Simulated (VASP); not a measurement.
# ZnSn2N2 (P-3m1) in VASP: single point with PBE

Aim: the single point of ZnSn2N2 with PBE.

Program: VASP 6.6.1. These are calculated values, not measurements. Logs are shortened: lines on timing, memory, paths and dates and some standing lists are left out, and cuts for length are marked.

**1. The cell of the first run**

It takes space group P-3m1 (No. 164, trigonal). Conventional cell: a = 3.266 Å, b = 3.266 Å, c = 9.021 Å, α = 90.00°, β = 90.00°, γ = 120.00°. Zn (site symmetry -3m) has 6 N at 2.30 Å within 3.0 Å. Sn (site symmetry 3m) has 3 N at 2.28 Å within 3.0 Å. Within 3.0 Å of N (site symmetry 3m) lie 3 Sn at 2.28 Å and 3 Zn at 2.30 Å.

**2. Single point, PBE**

INCAR reads:

```
SYSTEM = ZnSn2N2
  ALGO = Normal
  EDIFF = 1E-6
  ENCUT = 520
  GGA = PE
  ISIF = 2
  ISMEAR = 0
  LASPH = .TRUE.
  LCHARG = .FALSE.
  LREAL = .FALSE.
  LWAVE = .FALSE.
  NBANDS = 33
  NELM = 80
  PREC = Accurate
  SIGMA = 0.02
```

KPOINTS reads:

```
k-points
0
G
  12 12 4
  0 0 0
```

POSCAR reads:

```
ZnSn2N2
1.0
    3.2662968208      0.0000000000      0.0000000000
   -1.6331484104      2.8286960231      0.0000000000
    0.0000000000      0.0000000000      9.0206219698
Zn Sn N
1 2 2
Direct
    0.0000000000      0.0000000000      0.0000000000
    0.6666666667      0.3333333333      0.2893160323
    0.3333333333      0.6666666667      0.7106839677
    0.3333333333      0.6666666667      0.1467182212
    0.6666666667      0.3333333333      0.8532817788
```

Potentials or basis: VASP PAW PBE potentials, release 64 (Zn, Sn_d, N).

On the command line:

```sh
cat potpaw_PBE.64/Zn/POTCAR potpaw_PBE.64/Sn_d/POTCAR potpaw_PBE.64/N/POTCAR > POTCAR
mpirun -np 1 vasp_std > vasp.out
```

OUTCAR:

```text
SYSTEM = ZnSn2N2
   EDIFF = 1E-6
   ENCUT = 520
   GGA = PE
   ISIF = 2
   ISMEAR = 0
   LASPH = .TRUE.
   LREAL = .FALSE.
   NELM = 80
   PREC = Accurate

 ion  position               nearest neighbor table
   1  0.000  0.000  0.000-   4 2.30   5 2.30   4 2.30   5 2.30   5 2.30   4 2.30   2 3.22   3 3.22
                             3 3.22   2 3.22   3 3.22   2 3.22
   2  0.667  0.333  0.289-   4 2.28   4 2.28   4 2.28   1 3.22   1 3.22   1 3.22
   3  0.333  0.667  0.711-   5 2.28   5 2.28   5 2.28   1 3.22   1 3.22   1 3.22
   4  0.333  0.667  0.147-   2 2.28   2 2.28   2 2.28   1 2.30   1 2.30   1 2.30
   5  0.667  0.333  0.853-   3 2.28   3 2.28   3 2.28   1 2.30   1 2.30   1 2.30

  LATTYP: Found a hexagonal cell.
 ALAT       =     3.2662968208
 C/A-ratio  =     2.7617275663

  Lattice vectors:

 A1 = (   3.2662968208,   0.0000000000,   0.0000000000)
 A2 = (  -1.6331484104,   2.8286960231,   0.0000000000)
 A3 = (   0.0000000000,   0.0000000000,   9.0206219698)

Analysis of symmetry for initial positions (statically):
=====================================================================
 Subroutine PRICEL returns:
 Original cell was already a primitive cell.

 Routine SETGRP: Setting up the symmetry group for a
 hexagonal supercell.

 Subroutine GETGRP returns: Found 12 space group operations
 (whereof 12 operations were pure point group operations)
 out of a pool of 24 trial point group operations.

The static configuration has the point symmetry D_3d.

Analysis of symmetry for dynamics (positions and initial velocities):
=====================================================================
 Subroutine PRICEL returns:
 Original cell was already a primitive cell.

 Routine SETGRP: Setting up the symmetry group for a
 hexagonal supercell.

 Subroutine GETGRP returns: Found 12 space group operations
 (whereof 12 operations were pure point group operations)
 out of a pool of 24 trial point group operations.

The dynamic configuration has the point symmetry D_3d.

 Subroutine INISYM returns: Found 12 space group operations
 (whereof 12 operations are pure point group operations),
 and found     1 'primitive' translations

----------------------------------------------------------------------------------------

                                     Primitive cell

  volume of cell :      83.3448

  direct lattice vectors                    reciprocal lattice vectors
     3.266296821  0.000000000  0.000000000     0.306157112  0.176759891  0.000000000
    -1.633148410  2.828696023  0.000000000     0.000000000  0.353519781  0.000000000
     0.000000000  0.000000000  9.020621970     0.000000000  0.000000000  0.110857101

  length of vectors
     3.266296821  3.266296821  9.020621970     0.353519781  0.353519781  0.110857101

  position of ions in fractional coordinates (direct lattice)
     0.000000000  0.000000000  0.000000000
     0.666666667  0.333333333  0.289316032
     0.333333333  0.666666667  0.710683968
     0.333333333  0.666666667  0.146718221
     0.666666667  0.333333333  0.853281779

  ion indices of the primitive-cell ions
   primitive index   ion index
                 1           1
                 2           2
                 3           3
                 4           4
                 5           5

----------------------------------------------------------------------------------------

 KPOINTS: k-points

Automatic generation of k-mesh.
 Grid dimensions read from file:
 generate k-points for:   12   12    4

 Generating k-lattice:

  Cartesian coordinates                     Fractional coordinates (reciprocal lattice)
     0.025513093  0.014729991  0.000000000     0.083333333  0.000000000  0.000000000
     0.000000000  0.029459982  0.000000000     0.000000000  0.083333333  0.000000000
     0.000000000  0.000000000  0.027714275     0.000000000  0.000000000  0.250000000

  Length of vectors
     0.029459982  0.029459982  0.027714275

  Shift w.r.t. Gamma in fractional coordinates (k-lattice)
     0.000000000  0.000000000  0.000000000

 Subroutine IBZKPT returns following result:
 ===========================================

 Found     69 irreducible k-points:

 Following reciprocal coordinates:
            Coordinates               Weight
  0.000000  0.000000  0.000000      1.000000
  0.083333  0.000000  0.000000      6.000000
  0.166667  0.000000  0.000000      6.000000
  0.250000  0.000000  0.000000      6.000000
  0.333333  0.000000  0.000000      6.000000
  0.416667  0.000000  0.000000      6.000000
[... 16 lines left out ...]
  0.166667  0.000000  0.250000      6.000000
  0.000000  0.166667  0.250000      6.000000
 [... further k-points ...]
   k-points           NKPTS =     69   k-points in BZ     NKDIM =     69   number of bands    NBANDS=     33
   number of dos      NEDOS =    301   number of ions     NIONS =      5
   total plane-waves  NPLWV =  40320
   dimension x,y,z NGX =    24 NGY =   24 NGZ =   70
   dimension x,y,z NGXF=    48 NGYF=   48 NGZF=  140
   ions per type =               1   2   2
   NGX,Y,Z   is equivalent  to a cutoff of  12.22, 12.22, 12.90 a.u.
   NGXF,Y,Z  is equivalent  to a cutoff of  24.43, 24.43, 25.80 a.u.
 SYSTEM =  ZnSn2N2
   PREC   = accura    normal or accurate (medium, high low for compatibility)
   ISTART =      0    job   : 0-new  1-cont  2-samecut
   ICHARG =      2    charge: 1-file 2-atom 10-const
   ISPIN  =      1    spin polarized calculation?
   LNONCOLLINEAR =      F non collinear calculations
   LSORBIT =      F    spin-orbit coupling
   LASPH  =      T    aspherical Exc in radial PAW
   ENCUT  =  520.0 eV  38.22 Ry    6.18 a.u.   6.07  6.07 16.77*2*pi/ulx,y,z
   NELM   =     80;   NELMIN=  2; NELMDL= -5     # of ELM steps
   EDIFF  = 0.1E-05   stopping-criterion for ELM
   LREAL  =      F    real-space projection
   EDIFFG = 0.1E-04   stopping-criterion for IOM
   NSW    =      0    number of steps for IOM
   IBRION =     -1    ionic relax: 0-MD 1-quasi-New 2-CG
   NFREE  =      0    steps in history (QN), initial steepest desc. (CG)
   ISIF   =      2    stress and relaxation
   ISYM   =      2    0-nonsym 1-usesym 2-fastsym
   POTIM  = 0.5000    time-step for ionic-motion
   TEBEG  =    0.0;   TEEND  =   0.0 temperature during run
   PSTRESS=    0.0 pullay stress
   NELECT =      50.0000    total number of electrons
   NUPDOWN=      -1.0000    fix difference up-down
   EMIN   =  10.00;   EMAX   =-10.00  energy-range for DOS
   EFERMI =   0.00;   METHOD = LEGACY
   ISMEAR =     0;   SIGMA  =   0.02  broadening in eV -4-tet -1-fermi 0-gaus
   EFERMI_NEDOS =   21; number of points for ismear=-14 and -15
   IALGO  =     38    algorithm
   IMIX   =      4    mixing-type and parameters
     AMIX     =   0.40;   BMIX     =  1.00
     AMIX_MAG =   1.60;   BMIX_MAG =  1.00
  volume/ion in A,a.u.               =      16.67       112.49
  Fermi-wavevector in a.u.,A,eV,Ry     =   1.380719  2.609181 25.937949  1.906385
  Thomas-Fermi vector in A             =   2.505570
   LORBIT       =      0    0 simple, 1 ext, 2 COOP (PROOUT), +10 PAW based schemes
   GGA     = PE    functional components
   LHFCALC =     F    Hartree Fock is set to
   AEXX    =    0.0000 exact exchange contribution
   IVDW    =     0    specifies the selected vdW correction
   LEPSILON=     F    determine dielectric tensor
   LRPA    =     F    only Hartree local field effects (RPA)
 non-spin polarized calculation
 Gauss-broadening in eV      SIGMA  =   0.02
  energy-cutoff  :      520.00
  volume of cell :       83.34
 maximum number of plane-waves:      2274
   NGX = 13   NGY = 13   NGZ = 33

 number of electron      50.0000003 magnetization

 Free energy of the ion-electron system (eV)
  ---------------------------------------------------
  ext. energy  EPLUGINS =         0.00000000
  ---------------------------------------------------
  free energy    TOTEN  =       -23.77934739 eV

  energy without entropy =      -23.77934739  energy(sigma->0) =      -23.77934739

 E-fermi :   6.2985     XC(G=0): -10.7084

 val. band max:        6.1611915055   @ k =   0.1667   0.0833   0.0000
 cond. band min:       6.3785542210   @ k =   0.3333   0.3333   0.0000
 fundamental gap:      0.2173627156
 Fermi energy:         6.2985111630

 k-point     1 :       0.0000    0.0000    0.0000
  band No.  band energies     occupation
      1     -14.9512      2.00000
      2     -14.9512      2.00000
      3     -14.9509      2.00000
      4     -14.9509      2.00000
      5     -14.8721      2.00000
      6     -14.8663      2.00000
[... 25 lines left out ...]
     32      14.4782      0.00000
     33      15.7276      0.00000

 k-point     2 :       0.0833    0.0000    0.0000
  band No.  band energies     occupation
      1     -14.9568      2.00000
      2     -14.9564      2.00000
      3     -14.9381      2.00000
      4     -14.9378      2.00000
      5     -14.8630      2.00000
      6     -14.8572      2.00000
[... 25 lines left out ...]
     32      14.3175      0.00000
     33      15.8210      0.00000

 k-point     3 :       0.1667    0.0000    0.0000
  band No.  band energies     occupation
      1     -14.9747      2.00000
      2     -14.9740      2.00000
      3     -14.9020      2.00000
      4     -14.9017      2.00000
      5     -14.8373      2.00000
      6     -14.8312      2.00000
[... 25 lines left out ...]
     32      13.9947      0.00000
     33      15.1702      0.00000

 k-point     4 :       0.2500    0.0000    0.0000
  band No.  band energies     occupation
      1     -15.0028      2.00000
      2     -15.0017      2.00000
      3     -14.8525      2.00000
      4     -14.8521      2.00000
      5     -14.8366      2.00000
      6     -14.8328      2.00000
[... 25 lines left out ...]
     32      13.8187      0.00000
     33      14.3081      0.00000

 k-point     5 :       0.3333    0.0000    0.0000
  band No.  band energies     occupation
      1     -15.0334      2.00000
      2     -15.0320      2.00000
      3     -14.8702      2.00000
      4     -14.8659      2.00000
      5     -14.8039      2.00000
      6     -14.8036      2.00000
[... 604 lines left out ...]
 k-point    22 :       0.0000    0.0833    0.2500
  band No.  band energies     occupation
      1     -14.9568      2.00000
      2     -14.9563      2.00000
      3     -14.9381      2.00000
      4     -14.9378      2.00000
      5     -14.8627      2.00000
      6     -14.8576      2.00000
[... 25 lines left out ...]
     32      14.5068      0.00000
     33      14.6760      0.00000

 k-point    23 :       0.1667    0.0000    0.2500
  band No.  band energies     occupation
      1     -14.9746      2.00000
      2     -14.9741      2.00000
      3     -14.9021      2.00000
      4     -14.9016      2.00000
      5     -14.8370      2.00000
      6     -14.8316      2.00000
[... 25 lines left out ...]
     32      14.1571      0.00000
     33      14.7159      0.00000

 k-point    24 :       0.0000    0.1667    0.2500
  band No.  band energies     occupation
      1     -14.9747      2.00000
      2     -14.9740      2.00000
      3     -14.9020      2.00000
      4     -14.9017      2.00000
      5     -14.8373      2.00000
      6     -14.8313      2.00000
[... 25 lines left out ...]
     32      14.1839      0.00000
     33      14.4923      0.00000

 [... further k-points ...]

------------------------ aborting loop because EDIFF is reached ----------------------------------------

  FORCE on cell =-STRESS in cart. coord.  units (eV):
  Direction    XX          YY          ZZ          XY          YZ          ZX
  --------------------------------------------------------------------------------------
  -------------------------------------------------------------------------------------
  Total        0.0685727      0.0685727      0.1208866      0.0000000     -0.0000000      0.0000000
  in kB        1.3182058      1.3182058      2.3238626      0.0000000     -0.0000000      0.0000000
  external PRESSURE =       1.6534248 kB  Pullay stress =       0.0000000 kB

 VOLUME and BASIS-vectors are now :
 -----------------------------------------------------------------------------
  energy-cutoff  :      520.00
  volume of cell :       83.34
      direct lattice vectors                 reciprocal lattice vectors
     3.266296821  0.000000000  0.000000000     0.306157112  0.176759891  0.000000000
    -1.633148410  2.828696023  0.000000000     0.000000000  0.353519781  0.000000000
     0.000000000  0.000000000  9.020621970     0.000000000  0.000000000  0.110857101

 POSITION                                       TOTAL-FORCE (eV/Angst)
 -----------------------------------------------------------------------------------
      0.00000      0.00000      0.00000         0.000000      0.000000     -0.000000
      1.63315      0.94290      2.60981        -0.000000      0.000000      0.038312
     -0.00000      1.88580      6.41081         0.000000     -0.000000     -0.038312
     -0.00000      1.88580      1.32349         0.000000     -0.000000     -0.004259
      1.63315      0.94290      7.69713        -0.000000      0.000000      0.004259
 -----------------------------------------------------------------------------------
    total drift:                                0.000000     -0.000000      0.000000

  FREE ENERGIE OF THE ION-ELECTRON SYSTEM (eV)
  ---------------------------------------------------
  free  energy   TOTEN  =       -23.7793473865 eV

  energy  without entropy=      -23.7793473865  energy(sigma->0) =      -23.77934739
```

It took 98 s on 1 thread of Intel Xeon 6975P-C (Granite Rapids), shared host; peak memory 0.31 GiB.

Results:

```
Free energy            : -23.7793 eV
Pressure               : 0.2 GPa
Largest force          : 0.038 eV/Å
Band gap on the k mesh : 0.22 eV (least direct gap 0.59 eV)
```

Forces on the atoms (eV/Å):
```
Zn   0.000  0.000  0.000
Sn   0.000  0.000  0.038
Sn   0.000  0.000 -0.038
N    0.000  0.000 -0.004
N    0.000  0.000  0.004
```

Stress tensor (GPa, compression positive):
```
0.13 0.00 0.00
0.00 0.13 0.00
0.00 0.00 0.23
```

Caveat: spin-orbit coupling is left out, which moves the levels of the heavy elements. A k mesh can miss the band edges.
